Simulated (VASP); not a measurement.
# GaBi2Sb3S (P4/mmm) in VASP: single point with PBE

Aim: the single point of GaBi2Sb3S with PBE.

Everything below comes from runs of VASP 6.6.1. Logs are shortened: lines on timing, memory, paths and dates and some standing lists are left out, and cuts for length are marked.

### Step 1. The cell of the first run

The structure is tetragonal, space group P4/mmm (No. 123). The conventional cell has a = 5.883 Å, b = 5.883 Å, c = 6.257 Å, α = 90.00°, β = 90.00°, γ = 90.00°. Ga (site symmetry 4/mmm) has 4 Bi at 2.94 Å within 3.9 Å. Within 3.9 Å of Sb (site symmetry mmm) lie 2 Sb at 2.94 Å and 2 Bi at 3.13 Å. Within 3.9 Å of Sb (site symmetry 4/mmm) lie 4 Sb at 2.94 Å and 2 S at 3.13 Å. Bi (site symmetry mmm) has 2 Ga at 2.94 Å and 2 S at 2.94 Å and 2 Sb at 3.13 Å within 3.9 Å. Within 3.9 Å of S (site symmetry 4/mmm) lie 4 Bi at 2.94 Å and 2 Sb at 3.13 Å.

### Step 2. Single point, PBE

The input, INCAR:

```
ALGO = Normal
EDIFF = 1E-6
ENCUT = 500
GGA = PE
GGA_COMPAT = False
ISIF = 2
ISMEAR = 0
LASPH = True
LCHARG = False
LREAL = False
LWAVE = False
NBANDS = 41
NELM = 120
PREC = Accurate
SIGMA = 0.15
```

The input, KPOINTS:

```
k-points
0
Gamma
  2 2 2
```

The input, POSCAR:

```
GaBi2Sb3S
1.0
    5.8826902776      0.0000000000      0.0000000000
    0.0000000000      5.8826902776      0.0000000000
    0.0000000000      0.0000000000      6.2567274531
Ga Sb Bi S
1 3 2 1
Direct
    0.5000000000      0.5000000000      0.0000000000
    0.0000000000      0.5000000000      0.5000000000
    0.5000000000      0.0000000000      0.5000000000
    0.0000000000      0.0000000000      0.5000000000
    0.0000000000      0.5000000000      0.0000000000
    0.5000000000      0.0000000000      0.0000000000
    0.0000000000      0.0000000000      0.0000000000
```

Potentials or basis: VASP PAW PBE potentials, release 64 (Ga_d, Sb, Bi_d, S).

Started as:

```
$ cat potpaw_PBE.64/Ga_d/POTCAR potpaw_PBE.64/Sb/POTCAR potpaw_PBE.64/Bi_d/POTCAR potpaw_PBE.64/S/POTCAR > POTCAR
$ mpirun -np 1 vasp_std > vasp.out
```

OUTCAR:

```text
EDIFF = 1E-6
   ENCUT = 500
   GGA = PE
   ISIF = 2
   ISMEAR = 0
   LASPH = True
   LREAL = False
   NELM = 120
   PREC = Accurate

 ion  position               nearest neighbor table
   1  0.500  0.500  0.000-   5 2.94   6 2.94   6 2.94   5 2.94
   2  0.000  0.500  0.500-   4 2.94   4 2.94   5 3.13   5 3.13
   3  0.500  0.000  0.500-   4 2.94   4 2.94   6 3.13   6 3.13
   4  0.000  0.000  0.500-   2 2.94   3 2.94   2 2.94   3 2.94   7 3.13   7 3.13
   5  0.000  0.500  0.000-   1 2.94   7 2.94   7 2.94   1 2.94   2 3.13   2 3.13
   6  0.500  0.000  0.000-   1 2.94   7 2.94   1 2.94   7 2.94   3 3.13   3 3.13
   7  0.000  0.000  0.000-   5 2.94   6 2.94   5 2.94   6 2.94   4 3.13   4 3.13

  LATTYP: Found a simple tetragonal cell.
 ALAT       =     5.8826902776
 C/A-ratio  =     1.0635826735

  Lattice vectors:

 A1 = (   5.8826902776,   0.0000000000,   0.0000000000)
 A2 = (   0.0000000000,   5.8826902776,   0.0000000000)
 A3 = (   0.0000000000,   0.0000000000,   6.2567274531)

Analysis of symmetry for initial positions (statically):
=====================================================================
 Subroutine PRICEL returns:
 Original cell was already a primitive cell.

 Routine SETGRP: Setting up the symmetry group for a
 simple tetragonal supercell.

 Subroutine GETGRP returns: Found 16 space group operations
 (whereof 16 operations were pure point group operations)
 out of a pool of 16 trial point group operations.

The static configuration has the point symmetry D_4h.

Analysis of symmetry for dynamics (positions and initial velocities):
=====================================================================
 Subroutine PRICEL returns:
 Original cell was already a primitive cell.

 Routine SETGRP: Setting up the symmetry group for a
 simple tetragonal supercell.

 Subroutine GETGRP returns: Found 16 space group operations
 (whereof 16 operations were pure point group operations)
 out of a pool of 16 trial point group operations.

The dynamic configuration has the point symmetry D_4h.

 Subroutine INISYM returns: Found 16 space group operations
 (whereof 16 operations are pure point group operations),
 and found     1 'primitive' translations

----------------------------------------------------------------------------------------

                                     Primitive cell

  volume of cell :     216.5206

  direct lattice vectors                    reciprocal lattice vectors
     5.882690278  0.000000000  0.000000000     0.169990252  0.000000000  0.000000000
     0.000000000  5.882690278  0.000000000     0.000000000  0.169990252  0.000000000
     0.000000000  0.000000000  6.256727453     0.000000000  0.000000000  0.159827962

  length of vectors
     5.882690278  5.882690278  6.256727453     0.169990252  0.169990252  0.159827962

  position of ions in fractional coordinates (direct lattice)
     0.500000000  0.500000000  0.000000000
     0.000000000  0.500000000  0.500000000
     0.500000000  0.000000000  0.500000000
     0.000000000  0.000000000  0.500000000
     0.000000000  0.500000000  0.000000000
     0.500000000  0.000000000  0.000000000
     0.000000000  0.000000000  0.000000000

  ion indices of the primitive-cell ions
   primitive index   ion index
                 1           1
                 2           2
                 3           3
                 4           4
                 5           5
                 6           6
                 7           7

----------------------------------------------------------------------------------------

 KPOINTS: k-points

Automatic generation of k-mesh.
 Grid dimensions read from file:
 generate k-points for:    2    2    2

 Generating k-lattice:

  Cartesian coordinates                     Fractional coordinates (reciprocal lattice)
     0.084995126  0.000000000  0.000000000     0.500000000  0.000000000  0.000000000
     0.000000000  0.084995126  0.000000000     0.000000000  0.500000000  0.000000000
     0.000000000  0.000000000  0.079913981     0.000000000  0.000000000  0.500000000

  Length of vectors
     0.084995126  0.084995126  0.079913981

  Shift w.r.t. Gamma in fractional coordinates (k-lattice)
     0.000000000  0.000000000  0.000000000

 Subroutine IBZKPT returns following result:
 ===========================================

 Found      6 irreducible k-points:

 Following reciprocal coordinates:
            Coordinates               Weight
  0.000000  0.000000  0.000000      1.000000
  0.500000  0.000000  0.000000      2.000000
  0.500000  0.500000  0.000000      1.000000
  0.000000  0.000000  0.500000      1.000000
  0.500000  0.000000  0.500000      2.000000
  0.500000  0.500000  0.500000      1.000000
   k-points           NKPTS =      6   k-points in BZ     NKDIM =      6   number of bands    NBANDS=     41
   number of dos      NEDOS =    301   number of ions     NIONS =      7
   total plane-waves  NPLWV = 110592
   dimension x,y,z NGX =    48 NGY =   48 NGZ =   48
   dimension x,y,z NGXF=    96 NGYF=   96 NGZF=   96
   ions per type =               1   3   2   1
   NGX,Y,Z   is equivalent  to a cutoff of  13.56, 13.56, 12.75 a.u.
   NGXF,Y,Z  is equivalent  to a cutoff of  27.13, 27.13, 25.51 a.u.
 SYSTEM =  unknown system
   PREC   = accura    normal or accurate (medium, high low for compatibility)
   ISTART =      0    job   : 0-new  1-cont  2-samecut
   ICHARG =      2    charge: 1-file 2-atom 10-const
   ISPIN  =      1    spin polarized calculation?
   LNONCOLLINEAR =      F non collinear calculations
   LSORBIT =      F    spin-orbit coupling
   LASPH  =      T    aspherical Exc in radial PAW
   ENCUT  =  500.0 eV  36.75 Ry    6.06 a.u.  10.73 10.73 11.41*2*pi/ulx,y,z
   NELM   =    120;   NELMIN=  2; NELMDL= -5     # of ELM steps
   EDIFF  = 0.1E-05   stopping-criterion for ELM
   LREAL  =      F    real-space projection
[... 7 lines left out ...]
   TEBEG  =    0.0;   TEEND  =   0.0 temperature during run
   PSTRESS=    0.0 pullay stress
   NELECT =      64.0000    total number of electrons
   NUPDOWN=      -1.0000    fix difference up-down
   EMIN   =  10.00;   EMAX   =-10.00  energy-range for DOS
   EFERMI =   0.00;   METHOD = LEGACY
   ISMEAR =     0;   SIGMA  =   0.15  broadening in eV -4-tet -1-fermi 0-gaus
   EFERMI_NEDOS =   21; number of points for ismear=-14 and -15
   IALGO  =     38    algorithm
   IMIX   =      4    mixing-type and parameters
     AMIX     =   0.40;   BMIX     =  1.00
     AMIX_MAG =   1.60;   BMIX_MAG =  1.00
  volume/ion in A,a.u.               =      30.93       208.74
  Fermi-wavevector in a.u.,A,eV,Ry     =   1.090524  2.060791 16.180617  1.189242
  Thomas-Fermi vector in A             =   2.226750
   LORBIT       =      0    0 simple, 1 ext, 2 COOP (PROOUT), +10 PAW based schemes
   GGA     = PE    functional components
   LHFCALC =     F    Hartree Fock is set to
   AEXX    =    0.0000 exact exchange contribution
   IVDW    =     0    specifies the selected vdW correction
   LEPSILON=     F    determine dielectric tensor
   LRPA    =     F    only Hartree local field effects (RPA)
 non-spin polarized calculation
 Gauss-broadening in eV      SIGMA  =   0.15
  energy-cutoff  :      500.00
  volume of cell :      216.52
 maximum number of plane-waves:      5522
 NGX is ok and might be reduce to    48
   NGX = 21   NGY = 21   NGZ = 23

 number of electron      63.9999975 magnetization

 Free energy of the ion-electron system (eV)
  ---------------------------------------------------
  ext. energy  EPLUGINS =         0.00000000
  ---------------------------------------------------
  free energy    TOTEN  =       -24.19541251 eV

  energy without entropy =      -24.14349132  energy(sigma->0) =      -24.16945191

 E-fermi :   5.6274     XC(G=0):  -9.2971

 val. band max:        5.5407349587   @ k =   0.5000   0.5000   0.0000
 cond. band min:       5.6329623121   @ k =   0.5000   0.5000   0.5000
 fundamental gap:      0.0922273534
 Fermi energy:         5.6273645402

 k-point     1 :       0.0000    0.0000    0.0000
  band No.  band energies     occupation
      1     -17.3829      2.00000
      2     -17.3648      2.00000
      3     -17.3398      2.00000
      4     -17.3398      2.00000
      5     -17.3318      2.00000
      6     -17.3275      2.00000
[... 33 lines left out ...]
     40       9.4840      0.00000
     41      10.2644      0.00000

 k-point     2 :       0.5000    0.0000    0.0000
  band No.  band energies     occupation
      1     -17.3738      2.00000
      2     -17.3702      2.00000
      3     -17.3395      2.00000
      4     -17.3393      2.00000
      5     -17.3147      2.00000
      6     -17.3129      2.00000
[... 33 lines left out ...]
     40       9.3034      0.00000
     41      10.2675      0.00000

 k-point     3 :       0.5000    0.5000    0.0000
  band No.  band energies     occupation
      1     -17.3716      2.00000
      2     -17.3716      2.00000
      3     -17.3430      2.00000
      4     -17.3356      2.00000
      5     -17.3179      2.00000
      6     -17.3179      2.00000
[... 33 lines left out ...]
     40       7.7672      0.00000
     41       7.7949      0.00000

 k-point     4 :       0.0000    0.0000    0.5000
  band No.  band energies     occupation
      1     -17.3829      2.00000
      2     -17.3649      2.00000
      3     -17.3400      2.00000
      4     -17.3400      2.00000
      5     -17.3317      2.00000
      6     -17.3275      2.00000
[... 33 lines left out ...]
     40       9.7775      0.00000
     41       9.7888      0.00000

 k-point     5 :       0.5000    0.0000    0.5000
  band No.  band energies     occupation
      1     -17.3738      2.00000
      2     -17.3702      2.00000
      3     -17.3397      2.00000
      4     -17.3395      2.00000
      5     -17.3147      2.00000
      6     -17.3129      2.00000
[... 33 lines left out ...]
     40       8.8283      0.00000
     41       9.0610      0.00000

 k-point     6 :       0.5000    0.5000    0.5000
  band No.  band energies     occupation
      1     -17.3717      2.00000
      2     -17.3717      2.00000
      3     -17.3432      2.00000
      4     -17.3358      2.00000
      5     -17.3179      2.00000
      6     -17.3179      2.00000
[... 33 lines left out ...]
     40       7.7078      0.00000
     41       7.7467      0.00000

------------------------ aborting loop because EDIFF is reached ----------------------------------------

  FORCE on cell =-STRESS in cart. coord.  units (eV):
  Direction    XX          YY          ZZ          XY          YZ          ZX
  --------------------------------------------------------------------------------------
  -------------------------------------------------------------------------------------
  Total        0.1802620      0.1802620     -0.1617980      0.0000000      0.0000000      0.0000000
  in kB        1.3338764      1.3338764     -1.1972495      0.0000000      0.0000000      0.0000000
  external PRESSURE =       0.4901678 kB  Pullay stress =       0.0000000 kB

 VOLUME and BASIS-vectors are now :
 -----------------------------------------------------------------------------
  energy-cutoff  :      500.00
  volume of cell :      216.52
      direct lattice vectors                 reciprocal lattice vectors
     5.882690278  0.000000000  0.000000000     0.169990252  0.000000000  0.000000000
     0.000000000  5.882690278  0.000000000     0.000000000  0.169990252  0.000000000
     0.000000000  0.000000000  6.256727453     0.000000000  0.000000000  0.159827962

 POSITION                                       TOTAL-FORCE (eV/Angst)
 -----------------------------------------------------------------------------------
      2.94135      2.94135      0.00000         0.000000      0.000000      0.000000
      0.00000      2.94135      3.12836         0.000000      0.000000      0.000000
      2.94135      0.00000      3.12836         0.000000      0.000000      0.000000
      0.00000      0.00000      3.12836         0.000000      0.000000      0.000000
      0.00000      2.94135      0.00000         0.000000      0.000000      0.000000
      2.94135      0.00000      0.00000         0.000000      0.000000      0.000000
      0.00000      0.00000      0.00000         0.000000      0.000000      0.000000
 -----------------------------------------------------------------------------------
    total drift:                                0.000000      0.000000      0.000000

  FREE ENERGIE OF THE ION-ELECTRON SYSTEM (eV)
  ---------------------------------------------------
  free  energy   TOTEN  =       -24.1954125093 eV

  energy  without entropy=      -24.1434913158  energy(sigma->0) =      -24.16945191
```

Wall time 29 s (1 thread of AMD EPYC 9R45 (Zen 5), shared host); peak memory 0.32 GiB.

What came out:

* Free energy: -24.1954 eV
* Pressure: 0.0 GPa
* Band gap on the k mesh: zero (band 32 reaches 6.07 eV, above the bottom of band 33 at 5.42 eV)

Caveat: the k points lie up to 0.53 Å⁻¹ apart; spin-orbit coupling is left out, which moves the levels of the heavy elements.
